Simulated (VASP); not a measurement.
# Hf2H (I4/mcm) in VASP: further runs, part 2 of 2

VASP 6.6.1.

## Step 3: Single point, PBE

This run uses another cell than the first one, of 15.83 Å³/atom, 1.164 times its volume.

File INCAR:

```
PREC = Accurate
ENCUT = 520
EDIFF = 1E-6
ISMEAR = 0
SIGMA = 0.1
LREAL = False
LASPH = True
NELM = 100
ALGO = Normal
ISIF = 2
LWAVE = False
LCHARG = False
GGA = PE
NBANDS = 30
```

File KPOINTS:

```
regular mesh
0
Gamma
  6 6 6
```

File POSCAR:

```
Hf2H
1.0
   -2.9355074840      2.9355074840      2.7557816008
    2.9355074840     -2.9355074840      2.7557816008
    2.9355074840      2.9355074840     -2.7557816008
Hf H
4 2
Direct
    0.1721383139      0.6721383139      0.8442766278
    0.6721383139      0.8278616861      0.5000000000
    0.8278616861      0.3278616861      0.1557233722
    0.3278616861      0.1721383139      0.5000000000
    0.7500000000      0.7500000000      0.0000000000
    0.2500000000      0.2500000000      0.0000000000
```

Potentials or basis: VASP PAW PBE potentials, release 64 (Hf_pv, H).

Launch:

```console
> cat potpaw_PBE.64/Hf_pv/POTCAR potpaw_PBE.64/H/POTCAR > POTCAR
> mpirun -np 1 vasp_std > vasp.out
```

OUTCAR:

```text
PREC = Accurate
   ENCUT = 520
   EDIFF = 1E-6
   ISMEAR = 0
   LREAL = False
   LASPH = True
   NELM = 100
   ISIF = 2
   GGA = PE

 ion  position               nearest neighbor table
   1  0.172  0.672  0.844-   3 2.86   3 3.04   3 3.04   2 3.07   4 3.07   4 3.07   2 3.07   4 3.42
                             2 3.42   2 3.42   4 3.42
   2  0.672  0.828  0.500-   4 2.86   4 3.04   4 3.04   3 3.07   1 3.07   1 3.07   3 3.07   1 3.42
                             3 3.42   1 3.42   3 3.42
   3  0.828  0.328  0.156-   1 2.86   1 3.04   1 3.04   4 3.07   2 3.07   4 3.07   2 3.07   2 3.42
                             4 3.42   4 3.42   2 3.42
   4  0.328  0.172  0.500-   2 2.86   2 3.04   2 3.04   1 3.07   3 3.07   1 3.07   3 3.07   1 3.42
                             3 3.42   1 3.42   3 3.42
   5  0.750  0.750  0.000-
   6  0.250  0.250  0.000-

  LATTYP: Found a body centered tetragonal cell.
 ALAT       =     5.8710149680
 C/A-ratio  =     0.9387751916

  Lattice vectors:

 A1 = (  -2.9355074840,   2.9355074840,   2.7557816008)
 A2 = (   2.9355074840,  -2.9355074840,   2.7557816008)
 A3 = (   2.9355074840,   2.9355074840,  -2.7557816008)

Analysis of symmetry for initial positions (statically):
=====================================================================
 Subroutine PRICEL returns:
 Original cell was already a primitive cell.

 Routine SETGRP: Setting up the symmetry group for a
 body centered tetragonal supercell.

 Subroutine GETGRP returns: Found 16 space group operations
 (whereof  8 operations were pure point group operations)
 out of a pool of 16 trial point group operations.

The static configuration has the point symmetry C_4h.
 The point group associated with its full space group is D_4h.

Analysis of symmetry for dynamics (positions and initial velocities):
=====================================================================
 Subroutine PRICEL returns:
 Original cell was already a primitive cell.

 Routine SETGRP: Setting up the symmetry group for a
 body centered tetragonal supercell.

 Subroutine GETGRP returns: Found 16 space group operations
 (whereof  8 operations were pure point group operations)
 out of a pool of 16 trial point group operations.

The dynamic configuration has the point symmetry C_4h.
 The point group associated with its full space group is D_4h.

 Subroutine INISYM returns: Found 16 space group operations
 (whereof  8 operations are pure point group operations),
 and found     1 'primitive' translations

----------------------------------------------------------------------------------------

                                     Primitive cell

  volume of cell :      94.9885

  direct lattice vectors                    reciprocal lattice vectors
    -2.935507484  2.935507484  2.755781601     0.000000000  0.170328300  0.181436729
     2.935507484 -2.935507484  2.755781601     0.170328300  0.000000000  0.181436729
     2.935507484  2.935507484 -2.755781601     0.170328300  0.170328300  0.000000000

  length of vectors
     4.982844630  4.982844630  4.982844630     0.248859431  0.248859431  0.240880592

  position of ions in fractional coordinates (direct lattice)
     0.172138314  0.672138314  0.844276628
     0.672138314  0.827861686  0.500000000
     0.827861686  0.327861686  0.155723372
     0.327861686  0.172138314  0.500000000
[... 32 lines left out ...]

 Subroutine IBZKPT returns following result:
 ===========================================

 Found     30 irreducible k-points:

 Following reciprocal coordinates:
            Coordinates               Weight
  0.000000  0.000000  0.000000      1.000000
  0.166667  0.000000  0.000000      8.000000
  0.333333  0.000000  0.000000      8.000000
  0.500000  0.000000  0.000000      4.000000
  0.166667  0.166667  0.000000      8.000000
  0.333333  0.166667  0.000000     16.000000
[... 16 lines left out ...]
 -0.333333 -0.333333  0.166667      8.000000
 -0.166667 -0.333333  0.166667      8.000000
 [... further k-points ...]
   k-points           NKPTS =     30   k-points in BZ     NKDIM =     30   number of bands    NBANDS=     30
   number of dos      NEDOS =    301   number of ions     NIONS =      6
   total plane-waves  NPLWV =  64000
   dimension x,y,z NGX =    40 NGY =   40 NGZ =   40
   dimension x,y,z NGXF=    80 NGYF=   80 NGZF=   80
   ions per type =               4   2
   NGX,Y,Z   is equivalent  to a cutoff of  13.35, 13.35, 13.35 a.u.
   NGXF,Y,Z  is equivalent  to a cutoff of  26.69, 26.69, 26.69 a.u.
 SYSTEM =  unknown system
   PREC   = accura    normal or accurate (medium, high low for compatibility)
   ISTART =      0    job   : 0-new  1-cont  2-samecut
   ICHARG =      2    charge: 1-file 2-atom 10-const
   ISPIN  =      1    spin polarized calculation?
   LNONCOLLINEAR =      F non collinear calculations
   LSORBIT =      F    spin-orbit coupling
   LASPH  =      T    aspherical Exc in radial PAW
   ENCUT  =  520.0 eV  38.22 Ry    6.18 a.u.   9.26  9.26  9.26*2*pi/ulx,y,z
   NELM   =    100;   NELMIN=  2; NELMDL= -5     # of ELM steps
   EDIFF  = 0.1E-05   stopping-criterion for ELM
   LREAL  =      F    real-space projection
[... 7 lines left out ...]
   TEBEG  =    0.0;   TEEND  =   0.0 temperature during run
   PSTRESS=    0.0 pullay stress
   NELECT =      42.0000    total number of electrons
   NUPDOWN=      -1.0000    fix difference up-down
   EMIN   =  10.00;   EMAX   =-10.00  energy-range for DOS
   EFERMI =   0.00;   METHOD = LEGACY
   ISMEAR =     0;   SIGMA  =   0.10  broadening in eV -4-tet -1-fermi 0-gaus
   EFERMI_NEDOS =   21; number of points for ismear=-14 and -15
   IALGO  =     38    algorithm
   IMIX   =      4    mixing-type and parameters
     AMIX     =   0.40;   BMIX     =  1.00
     AMIX_MAG =   1.60;   BMIX_MAG =  1.00
  volume/ion in A,a.u.               =      15.83       106.84
  Fermi-wavevector in a.u.,A,eV,Ry     =   1.247195  2.356856 21.163784  1.555494
  Thomas-Fermi vector in A             =   2.381338
   LORBIT       =      0    0 simple, 1 ext, 2 COOP (PROOUT), +10 PAW based schemes
   GGA     = PE    functional components
   LHFCALC =     F    Hartree Fock is set to
   AEXX    =    0.0000 exact exchange contribution
   IVDW    =     0    specifies the selected vdW correction
   LEPSILON=     F    determine dielectric tensor
   LRPA    =     F    only Hartree local field effects (RPA)
 non-spin polarized calculation
 Gauss-broadening in eV      SIGMA  =   0.10
  energy-cutoff  :      520.00
  volume of cell :       94.99
 maximum number of plane-waves:      2590
 NGX is ok and might be reduce to    40
   NGX = 19   NGY = 19   NGZ = 19

 number of electron      42.0000002 magnetization

 Free energy of the ion-electron system (eV)
  ---------------------------------------------------
  ext. energy  EPLUGINS =         0.00000000
  ---------------------------------------------------
  free energy    TOTEN  =       -44.89982819 eV

  energy without entropy =      -44.87819935  energy(sigma->0) =      -44.88901377

 E-fermi :   4.8292     XC(G=0): -11.2661

 val. band max:        4.8235075690   @ k =  -0.1667   0.1667   0.1667
 cond. band min:       4.8431185396   @ k =   0.1667   0.1667   0.1667
 fundamental gap:      0.0196109706
 Fermi energy:         4.8292020991

 k-point     1 :       0.0000    0.0000    0.0000
  band No.  band energies     occupation
      1     -26.1680      2.00000
      2     -25.9772      2.00000
      3     -25.9772      2.00000
      4     -25.9486      2.00000
      5     -25.8343      2.00000
      6     -25.8343      2.00000
[... 781 lines left out ...]
     29       8.5313      0.00000
     30       8.9418      0.00000

 [... further k-points ...]

------------------------ aborting loop because EDIFF is reached ----------------------------------------

  FORCE on cell =-STRESS in cart. coord.  units (eV):
  Direction    XX          YY          ZZ          XY          YZ          ZX
  --------------------------------------------------------------------------------------
  -------------------------------------------------------------------------------------
  Total       -0.2314738     -0.2314738     -0.2878434      0.0000000      0.0000000      0.0000000
  in kB       -3.9042819     -3.9042819     -4.8550725      0.0000000      0.0000000      0.0000000
  external PRESSURE =      -4.2212121 kB  Pullay stress =       0.0000000 kB

 VOLUME and BASIS-vectors are now :
 -----------------------------------------------------------------------------
  energy-cutoff  :      520.00
  volume of cell :       94.99
      direct lattice vectors                 reciprocal lattice vectors
    -2.935507484  2.935507484  2.755781601     0.000000000  0.170328300  0.181436729
     2.935507484 -2.935507484  2.755781601     0.170328300  0.000000000  0.181436729
     2.935507484  2.935507484 -2.755781601     0.170328300  0.170328300  0.000000000

 POSITION                                       TOTAL-FORCE (eV/Angst)
 -----------------------------------------------------------------------------------
      3.94613      1.01063      0.00000        -0.014664     -0.014664     -0.000000
      1.92488      1.01063      2.75578         0.014664     -0.014664      0.000000
     -1.01063      1.92488      2.75578         0.014664      0.014664      0.000000
      1.01063      1.92488      0.00000        -0.014664      0.014664     -0.000000
      0.00000      0.00000      4.13367        -0.000000      0.000000     -0.000000
      0.00000      0.00000      1.37789        -0.000000      0.000000     -0.000000
 -----------------------------------------------------------------------------------
    total drift:                               -0.000000     -0.000000      0.000000

  FREE ENERGIE OF THE ION-ELECTRON SYSTEM (eV)
  ---------------------------------------------------
  free  energy   TOTEN  =       -44.8998281860 eV

  energy  without entropy=      -44.8781993455  energy(sigma->0) =      -44.88901377
```

OSZICAR:

```text
N       E                     dE             d eps       ncg     rms          rms(c)
DAV:   1     0.150063214739E+03    0.15006E+03   -0.23318E+04  1808   0.134E+03
DAV:   2    -0.369264700472E+02   -0.18699E+03   -0.18025E+03  2036   0.320E+02
DAV:   3    -0.465123673516E+02   -0.95859E+01   -0.91546E+01  2424   0.445E+01
DAV:   4    -0.466858722551E+02   -0.17350E+00   -0.17203E+00  2242   0.607E+00
DAV:   5    -0.466890092883E+02   -0.31370E-02   -0.31349E-02  2312   0.715E-01    0.840E+01
DAV:   6    -0.452860838035E+02    0.14029E+01   -0.15604E+00  2068   0.604E+00    0.497E+01
DAV:   7    -0.449394145103E+02    0.34667E+00   -0.23425E+00  2094   0.715E+00    0.381E+00
DAV:   8    -0.448998697203E+02    0.39545E-01   -0.30027E-01  2032   0.245E+00    0.667E-01
DAV:   9    -0.448998713995E+02   -0.16793E-05   -0.12187E-02  2332   0.518E-01    0.293E-01
DAV:  10    -0.448998278988E+02    0.43501E-04   -0.50807E-04  2202   0.113E-01    0.138E-01
DAV:  11    -0.448998318086E+02   -0.39098E-05   -0.63719E-05  2152   0.399E-02    0.570E-02
DAV:  12    -0.448998276541E+02    0.41545E-05   -0.50224E-06  2186   0.124E-02    0.226E-02
DAV:  13    -0.448998281860E+02   -0.53188E-06   -0.39811E-07  1386   0.348E-03
   1 F= -.44899828E+02 E0= -.44889014E+02  d E =-.216288E-01
```

stdout:

```text
POSCAR found type information on POSCAR HfH
 POSCAR found :  2 types and       6 ions
 scaLAPACK will be used
 LDA part: xc-table for (Slater+PW92), standard interpolation
 POSCAR, INCAR and KPOINTS ok, starting setup
 FFT: planning ... GRIDC
 FFT: planning ... GRID_SOFT
 FFT: planning ... GRID
 WAVECAR not read
 entering main loop
```

Run time: 56 s. Hardware: 1 thread of AMD EPYC 9R45 (Zen 5), shared host; peak memory 0.24 GiB.

Results:

- Free energy: -44.8998 eV
- Pressure: -0.4 GPa
- Largest force: 0.021 eV/Å
- Band gap on the k mesh: zero (band 21 reaches 5.15 eV, above the bottom of band 22 at 4.57 eV)

Forces on the atoms (eV/Å):
```
Hf  -0.015 -0.015  0.000
Hf   0.015 -0.015  0.000
Hf   0.015  0.015  0.000
Hf  -0.015  0.015  0.000
H    0.000  0.000  0.000
H    0.000  0.000  0.000
```

Stress tensor (GPa, compression positive):
```
-0.39  0.00  0.00
 0.00 -0.39  0.00
 0.00  0.00 -0.49
```

Caveat: spin-orbit coupling is left out, which moves the levels of the heavy elements.
